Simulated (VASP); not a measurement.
HfOs, 2 atoms in the cell. The structure is trigonal, space group R-3m (No. 166). The conventional cell has a = 4.604 Å, b = 4.604 Å, c = 5.554 Å, α = 90.00°, β = 90.00°, γ = 120.00°. Within 3.7 Å of Hf (site symmetry -3m) lie 8 Os at 2.78 to 2.81 Å and 6 Hf at 3.24 Å. Within 3.7 Å of Os (site symmetry -3m) lie 8 Hf at 2.78 to 2.81 Å and 6 Os at 3.24 Å.  This cell differs from its parent crystal: equal xy, yz and zx shear strains of -1 %.

```yaml
Program: VASP 6.6.1
Task: single point
Functional: PBEsol
Potentials_or_basis: VASP PAW PBE potentials, release 64 (Hf_pv, Os)
Cutoff: 520 eV
k_mesh: 10 × 10 × 10
Occupations: fermi-dirac, width 0.05 eV
Spin: no spin polarisation
Dipole_correction: no
Further_INCAR_settings: ALGO = Normal; EDIFF = 1e-06; NBANDS = 16
```

Potentials or basis: VASP PAW PBE potentials, release 64 (Hf_pv, Os).

Run with:

```sh
$ cat potpaw_PBE.64/Hf_pv/POTCAR potpaw_PBE.64/Os/POTCAR > POTCAR
$ mpirun -np 1 vasp_std > vasp.out
```

Hardware: 1 thread of Intel(R) Xeon(R) Platinum 8259CL CPU @ 2.50GHz (Skylake/Cascade Lake) (shared host).

Task: How long does it take, and how much memory?

Result: Wall time 24 s on 1 thread of Intel(R) Xeon(R) Platinum 8259CL CPU @ 2.50GHz (Skylake/Cascade Lake), with other jobs on the host, peak memory 0.19 GiB. Counts: scf iterations 12, k points 116.
